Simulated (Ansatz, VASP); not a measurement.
# One calculation of Eu, two programs

```
Eu
1.0
    -2.33331    2.33331    2.33331
     2.33331   -2.33331    2.33331
     2.33331    2.33331   -2.33331
Eu
1
Direct
  0.00000 0.00000 0.00000
```

Change from the starting cell: volume scaled by 1.04.

Alike in both runs: task single point; functional PBE; k mesh 8 × 8 × 8; occupations fermi-dirac, width 0.05 eV; collinear spin.

|  | VASP | Ansatz |
| --- | --- | --- |
| version | VASP 6.6.1 | Ansatz 0.2.0 |
| potentials or method | VASP PAW PBE potentials, release 64 (Eu), cutoff 520 eV | all-electron LAPW, scalar-relativistic |

VASP gave:

| Property | Result |
| --- | --- |
| gap on the k mesh at the Fermi level (eV) | none |
| pressure (GPa) | -2.3 |
| net moment per atom (μB) | 7.39 |
| size of the moment on the site where the two differ most (μB) | 6.71 |

**Question.** What did Ansatz give for the same quantities?

**Answer.** gap on the k mesh at the Fermi level (eV): none; pressure (GPa): -1.8; net moment per atom (μB): 7.39; size of the moment on the site where the two differ most (μB): 7.21.

Site moments also hang on the region over which each program counts them. A gap of «none» marks a metal or a gap that the smearing closes. Ansatz ran all-electron here, and VASP with PAW potentials.

Spin-orbit coupling is off throughout. Noted on Ansatz's run: the open f shell may have settled in a state that isn't the lowest.
